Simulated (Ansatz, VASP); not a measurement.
**C in VASP and in Ansatz**

Contents of INCAR:

```
PREC = Accurate ; ENCUT = 520
EDIFF = 1E-6 ; ISMEAR = 0
SIGMA = 0.15 ; LREAL = False
LASPH = True ; NELM = 60
ALGO = Normal ; ISIF = 2
LWAVE = False ; LCHARG = False
GGA = PS ; IVDW = 12
NBANDS = 16
```

The input KPOINTS:

```
regular mesh
0
Gamma
  21 21 8
```

The input POSCAR:

```
C
1.0
    2.4557062978      0.0000000000      0.0000000000
   -1.2278531489      2.1267040381      0.0000000000
    0.0000000000      0.0000000000      7.0670315837
C
4
Direct
    0.0000000000      0.0000000000      0.0025000000
    0.0000000000      0.0000000000      0.5025000000
    0.3333333333      0.6666666667      0.0025000000
    0.6666666667      0.3333333333      0.5025000000
```

Input for Ansatz:

```yaml
crystal:
  lattice:
    - [2.4557062978, 0.0, 0.0]
    - [-1.2278531489, 2.1267040381, 0.0]
    - [0.0, 0.0, 7.0670315837]
  atoms:
    - { symbol: C, position: [0.0, 0.0, 0.0025] }
    - { symbol: C, position: [0.0, 0.0, 0.5025] }
    - { symbol: C, position: [0.3333333333, 0.6666666667, 0.0025] }
    - { symbol: C, position: [0.6666666667, 0.3333333333, 0.5025] }
basis:
  ecutwfc: 520.0
kpoints:
  mp_grid: { grid: [21, 21, 8] }
hamiltonian:
  xc: pbesol
  pseudopotentials: { kind: paw, azcp: { folder: soft_1 } }
  dispersion: d3bj
scf:
  occupations: { method: gaussian, width: 0.15 }
output:
  forces: true
  stress: true
  eigenvalues: true
```

Alike in both runs: task single point; functional PBEsol; dispersion D3(BJ); k mesh 21 × 21 × 8; occupations gaussian, width 0.15 eV; no spin polarisation.

|  | VASP | Ansatz |
| --- | --- | --- |
| version | VASP 6.6.1 | Ansatz 0.2.0 |
| potentials or method | VASP PAW PBE potentials, release 64 (C), cutoff 520 eV | scalar-relativistic, plane waves, PAW |
| valence electrons in the cell | 16 | 16 |

Ansatz gave:

* gap on the k mesh at the Fermi level (eV): none
* pressure (GPa): 0.3
* traceless stress, the component that is largest in VASP (GPa): -1.98

Question: Which values does VASP return?

Answer: gap on the k mesh at the Fermi level (eV): none; pressure (GPa): 1.0; traceless stress, the component that is largest in VASP (GPa): -2.75.

VASP's potentials were made for PBE, not for PBEsol, and Ansatz warns of the same on its side. A gap of «none» marks a metal or a gap that the smearing closes.
